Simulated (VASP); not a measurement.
# Cr (I4_1/amd) in VASP: single point with PBE

Aim: the single point of Cr with PBE.

All numbers are computed with VASP 6.6.1; they aren't measurements. Logs are shortened: lines on timing, memory, paths and dates and some standing lists are left out, and cuts for length are marked.

## 1. The cell of the first run

The structure is tetragonal, space group I4_1/amd (No. 141). Conventional cell: a = 4.092 Å, b = 4.092 Å, c = 2.196 Å, α = 90.00°, β = 90.00°, γ = 90.00°. Cr (site symmetry -4m2) has 10 Cr at 2.12 to 2.63 Å within 2.8 Å.

## 2. Single point, PBE, collinear spin, ferromagnetic start

Contents of INCAR:

```
SYSTEM = Cr
ALGO = Normal ; EDIFF = 1E-6
ENCUT = 520 ; GGA = PE
ISIF = 2 ; ISMEAR = -1
ISPIN = 2 ; LASPH = .True.
LCHARG = .False. ; LMAXMIX = 4
LORBIT = 11 ; LREAL = .False.
LWAVE = .False. ; MAGMOM = 2 2
NBANDS = 23 ; NELM = 150
PREC = Accurate ; SIGMA = 0.1
```

Contents of KPOINTS:

```
k-points
0
Gamma
  19 19 19
  0 0 0
```

Contents of POSCAR:

```
Cr
1.0
   -2.0457854595      2.0457854595      1.0980370253
    2.0457854595     -2.0457854595      1.0980370253
    2.0457854595      2.0457854595     -1.0980370253
Cr
2
Direct
   -0.3750000000     -0.1250000000     -0.2500000000
    0.3750000000      0.1250000000      0.2500000000
```

Potentials or basis: VASP PAW PBE potentials, release 64 (Cr_pv).

Launch:

```bash
> cat potpaw_PBE.64/Cr_pv/POTCAR > POTCAR
> mpirun -np 1 vasp_std > vasp.out
```

OUTCAR:

```text
SYSTEM = Cr
   EDIFF = 1E-6
   ENCUT = 520
   GGA = PE
   ISIF = 2
   ISMEAR = -1
   ISPIN = 2
   LASPH = .True.
   LORBIT = 11
   LREAL = .False.
   NELM = 150
   PREC = Accurate

 ion  position               nearest neighbor table
   1  0.625  0.875  0.750-   2 2.12   2 2.12   2 2.12   2 2.12   2 2.63   2 2.63   2 2.63   2 2.63

   2  0.375  0.125  0.250-   1 2.12   1 2.12   1 2.12   1 2.12   1 2.63   1 2.63   1 2.63   1 2.63

  LATTYP: Found a body centered tetragonal cell.
 ALAT       =     4.0915709190
 C/A-ratio  =     0.5367312688

  Lattice vectors:

 A1 = (  -2.0457854595,   2.0457854595,   1.0980370253)
 A2 = (   2.0457854595,  -2.0457854595,   1.0980370253)
 A3 = (   2.0457854595,   2.0457854595,  -1.0980370253)

Analysis of symmetry for initial positions (statically):
=====================================================================
 Subroutine PRICEL returns:
 Original cell was already a primitive cell.

 Routine SETGRP: Setting up the symmetry group for a
 body centered tetragonal supercell.

 Subroutine GETGRP returns: Found 16 space group operations
 (whereof  4 operations were pure point group operations)
 out of a pool of 16 trial point group operations.

The static configuration has the point symmetry C_2h.
 The point group associated with its full space group is D_4h.

Analysis of symmetry for dynamics (positions and initial velocities):
=====================================================================
 Subroutine PRICEL returns:
 Original cell was already a primitive cell.

 Routine SETGRP: Setting up the symmetry group for a
 body centered tetragonal supercell.

 Subroutine GETGRP returns: Found 16 space group operations
 (whereof  4 operations were pure point group operations)
 out of a pool of 16 trial point group operations.

The dynamic configuration has the point symmetry C_2h.
 The point group associated with its full space group is D_4h.

Analysis of structural, dynamic, and magnetic symmetry:
=====================================================================
 Subroutine PRICEL returns:
 Original cell was already a primitive cell.

 Routine SETGRP: Setting up the symmetry group for a
 body centered tetragonal supercell.

 Subroutine GETGRP returns: Found 16 space group operations
 (whereof  4 operations were pure point group operations)
 out of a pool of 16 trial point group operations.

The overall configuration has the point symmetry C_2h.
 The point group associated with its full space group is D_4h.

 Subroutine INISYM returns: Found 16 space group operations
 (whereof  4 operations are pure point group operations),
 and found     1 'primitive' translations

----------------------------------------------------------------------------------------

                                     Primitive cell

  volume of cell :      18.3822

  direct lattice vectors                    reciprocal lattice vectors
    -2.045785459  2.045785459  1.098037025     0.000000000  0.244404905  0.455358051
     2.045785459 -2.045785459  1.098037025     0.244404905  0.000000000  0.455358051
     2.045785459  2.045785459 -1.098037025     0.244404905  0.244404905  0.000000000

  length of vectors
     3.094537381  3.094537381  3.094537381     0.516802392  0.516802392  0.345640731

  position of ions in fractional coordinates (direct lattice)
     0.625000000  0.875000000  0.750000000
     0.375000000  0.125000000  0.250000000

  ion indices of the primitive-cell ions
   primitive index   ion index
                 1           1
                 2           2

----------------------------------------------------------------------------------------

 KPOINTS: k-points

Automatic generation of k-mesh.
 Grid dimensions read from file:
 generate k-points for:   19   19   19

 Generating k-lattice:

  Cartesian coordinates                     Fractional coordinates (reciprocal lattice)
     0.000000000  0.012863416  0.023966213     0.052631579  0.000000000  0.000000000
     0.012863416  0.000000000  0.023966213     0.000000000  0.052631579  0.000000000
     0.012863416  0.012863416  0.000000000     0.000000000  0.000000000  0.052631579

  Length of vectors
     0.027200126  0.027200126  0.018191617

  Shift w.r.t. Gamma in fractional coordinates (k-lattice)
     0.000000000  0.000000000  0.000000000

 Subroutine IBZKPT returns following result:
 ===========================================

 Found    550 irreducible k-points:

 Following reciprocal coordinates:
            Coordinates               Weight
  0.000000  0.000000  0.000000      1.000000
  0.052632  0.000000 -0.000000      8.000000
  0.105263  0.000000 -0.000000      8.000000
  0.157895  0.000000  0.000000      8.000000
  0.210526  0.000000  0.000000      8.000000
  0.263158  0.000000  0.000000      8.000000
[... 16 lines left out ...]
 -0.315789  0.052632  0.000000     16.000000
 -0.263158  0.052632  0.000000     16.000000
 [... further k-points ...]
   k-points           NKPTS =    550   k-points in BZ     NKDIM =    550   number of bands    NBANDS=     23
   number of dos      NEDOS =    301   number of ions     NIONS =      2
   total plane-waves  NPLWV =  13824
   dimension x,y,z NGX =    24 NGY =   24 NGZ =   24
   dimension x,y,z NGXF=    48 NGYF=   48 NGZF=   48
   ions per type =               2
   NGX,Y,Z   is equivalent  to a cutoff of  12.89, 12.89, 12.89 a.u.
   NGXF,Y,Z  is equivalent  to a cutoff of  25.79, 25.79, 25.79 a.u.
 SYSTEM =  Cr
   PREC   = accura    normal or accurate (medium, high low for compatibility)
   ISTART =      0    job   : 0-new  1-cont  2-samecut
   ICHARG =      2    charge: 1-file 2-atom 10-const
   ISPIN  =      2    spin polarized calculation?
   LNONCOLLINEAR =      F non collinear calculations
   LSORBIT =      F    spin-orbit coupling
   LASPH  =      T    aspherical Exc in radial PAW
   ENCUT  =  520.0 eV  38.22 Ry    6.18 a.u.   5.75  5.75  5.75*2*pi/ulx,y,z
   NELM   =    150;   NELMIN=  2; NELMDL= -5     # of ELM steps
   EDIFF  = 0.1E-05   stopping-criterion for ELM
   LREAL  =      F    real-space projection
   EDIFFG = 0.1E-04   stopping-criterion for IOM
   NSW    =      0    number of steps for IOM
   IBRION =     -1    ionic relax: 0-MD 1-quasi-New 2-CG
   NFREE  =      0    steps in history (QN), initial steepest desc. (CG)
   ISIF   =      2    stress and relaxation
   ISYM   =      2    0-nonsym 1-usesym 2-fastsym
   POTIM  = 0.5000    time-step for ionic-motion
   TEBEG  =    0.0;   TEEND  =   0.0 temperature during run
   PSTRESS=    0.0 pullay stress
   NELECT =      24.0000    total number of electrons
   NUPDOWN=      -1.0000    fix difference up-down
   EMIN   =  10.00;   EMAX   =-10.00  energy-range for DOS
   EFERMI =   0.00;   METHOD = LEGACY
   ISMEAR =    -1;   SIGMA  =   0.10  broadening in eV -4-tet -1-fermi 0-gaus
   EFERMI_NEDOS =   21; number of points for ismear=-14 and -15
   IALGO  =     38    algorithm
   IMIX   =      4    mixing-type and parameters
     AMIX     =   0.40;   BMIX     =  1.00
     AMIX_MAG =   1.60;   BMIX_MAG =  1.00
  volume/ion in A,a.u.               =       9.19        62.02
  Fermi-wavevector in a.u.,A,eV,Ry     =   1.789285  3.381258 43.559609  3.201541
  Thomas-Fermi vector in A             =   2.852290
   LORBIT       =     11    0 simple, 1 ext, 2 COOP (PROOUT), +10 PAW based schemes
   GGA     = PE    functional components
   LHFCALC =     F    Hartree Fock is set to
   AEXX    =    0.0000 exact exchange contribution
   IVDW    =     0    specifies the selected vdW correction
   LEPSILON=     F    determine dielectric tensor
   LRPA    =     F    only Hartree local field effects (RPA)
 spin polarized calculation
  energy-cutoff  :      520.00
  volume of cell :       18.38
 maximum number of plane-waves:       505
   NGX = 11   NGY = 11   NGZ = 11

 number of electron      23.9999989 magnetization       0.0008891

 number of electron      23.9999989 magnetization      -0.0000135

 Free energy of the ion-electron system (eV)
  ---------------------------------------------------
  ext. energy  EPLUGINS =         0.00000000
  ---------------------------------------------------
  free energy    TOTEN  =       -15.90459214 eV

  energy without entropy =      -15.84435714  energy(sigma->0) =      -15.87447464

 E-fermi :  14.7682     XC(G=0): -14.9477

 val. band max:       14.7652676950   @ k =   0.4211   0.2632   0.0526
 cond. band min:      14.7768048788   @ k =  -0.2105  -0.4211   0.1053
 fundamental gap:      0.0115371837
 Fermi energy:        14.7682202464

 spin component 1

 k-point     1 :       0.0000    0.0000    0.0000
  band No.  band energies     occupation
      1     -29.2734      1.00000
      2     -29.2734      1.00000
      3     -27.4303      1.00000
      4     -27.4106      1.00000
      5     -27.3484      1.00000
      6     -27.3484      1.00000
[... 15 lines left out ...]
     22      32.0369      0.00000
     23      38.0294      0.00000
[... 575 lines left out ...]
      1     -29.2082      1.00000
      2     -28.9090      1.00000
      3     -28.2118      1.00000
      4     -28.0299      1.00000
      5     -27.5802      1.00000
      6     -27.3047      1.00000
[... 15 lines left out ...]
     22      33.4354      0.00000
     23      34.5475      0.00000

 [... further k-points ...]

 spin component 2

 k-point     1 :       0.0000    0.0000    0.0000
  band No.  band energies     occupation
      1     -29.2734      1.00000
      2     -29.2734      1.00000
      3     -27.4303      1.00000
      4     -27.4107      1.00000
      5     -27.3485      1.00000
      6     -27.3485      1.00000
[... 15 lines left out ...]
     22      32.0369      0.00000
     23      38.0292      0.00000
[... 575 lines left out ...]
      1     -29.2082      1.00000
      2     -28.9090      1.00000
      3     -28.2118      1.00000
      4     -28.0299      1.00000
      5     -27.5802      1.00000
      6     -27.3047      1.00000
[... 15 lines left out ...]
     22      33.4354      0.00000
     23      34.5474      0.00000

 [... further k-points ...]

------------------------ aborting loop because EDIFF is reached ----------------------------------------

  FORCE on cell =-STRESS in cart. coord.  units (eV):
  Direction    XX          YY          ZZ          XY          YZ          ZX
  --------------------------------------------------------------------------------------
  -------------------------------------------------------------------------------------
  Total       12.8748327     12.8748327     12.8086616      0.0000000      0.0000000      0.0000000
  in kB     1122.1606253   1122.1606253   1116.3931995      0.0000000      0.0000000      0.0000000
  external PRESSURE =    1120.2381501 kB  Pullay stress =       0.0000000 kB

 VOLUME and BASIS-vectors are now :
 -----------------------------------------------------------------------------
  energy-cutoff  :      520.00
  volume of cell :       18.38
      direct lattice vectors                 reciprocal lattice vectors
    -2.045785459  2.045785459  1.098037025     0.000000000  0.244404905  0.455358051
     2.045785459 -2.045785459  1.098037025     0.244404905  0.000000000  0.455358051
     2.045785459  2.045785459 -1.098037025     0.244404905  0.244404905  0.000000000

 POSITION                                       TOTAL-FORCE (eV/Angst)
 -----------------------------------------------------------------------------------
      2.04579      1.02289      0.82353        -0.000000      0.000000      0.000000
     -0.00000      1.02289      0.27451         0.000000     -0.000000     -0.000000
 -----------------------------------------------------------------------------------
    total drift:                               -0.000000      0.000000      0.000000

  FREE ENERGIE OF THE ION-ELECTRON SYSTEM (eV)
  ---------------------------------------------------
  free  energy   TOTEN  =       -15.9045921438 eV

  energy  without entropy=      -15.8443571351  energy(sigma->0) =      -15.87447464

 total charge

# of ion       s       p       d       tot
------------------------------------------
    1        0.522   6.491   4.811  11.824
    2        0.522   6.491   4.811  11.824
--------------------------------------------------
tot          1.043  12.983   9.623  23.648

 magnetization (x)

# of ion       s       p       d       tot
------------------------------------------
    1        0.000   0.000  -0.000  -0.000
    2        0.000   0.000  -0.000  -0.000
--------------------------------------------------
tot          0.000   0.000  -0.000  -0.000
```

Wall time 3.7 min (1 thread of Intel Xeon Platinum 8488C (Sapphire Rapids), shared host); peak memory 0.4 GiB.

Results:

| Item | Value |
| --- | --- |
| Free energy | -15.9046 eV |
| Pressure | 112.0 GPa |
| Band gap on the k mesh | zero (filled and empty bands overlap) |
| Net moment | 0.00 μB per cell |
| Valence electrons inside the program's atomic spheres | Cr 11.82 |

Levels at points of the mesh, in eV from the Fermi level:
Spin up:
```csv
k point,band 10,band 11,band 12,band 13,band 14,band 15
"(0.00, 0.00, 0.00)",-3.41,-2.76,1.45,1.45,1.51,1.51
```
Spin down:
```tsv
k point	band 10	band 11	band 12	band 13	band 14	band 15
(0.00, 0.00, 0.00)	-3.41	-2.76	1.45	1.45	1.51	1.51
```

Caveat: the cell stands under pressure; an empty level that is flat over the whole mesh can mark a ghost state of the potentials, or a narrow d or f band; the moments typed at the start vanished in this run.
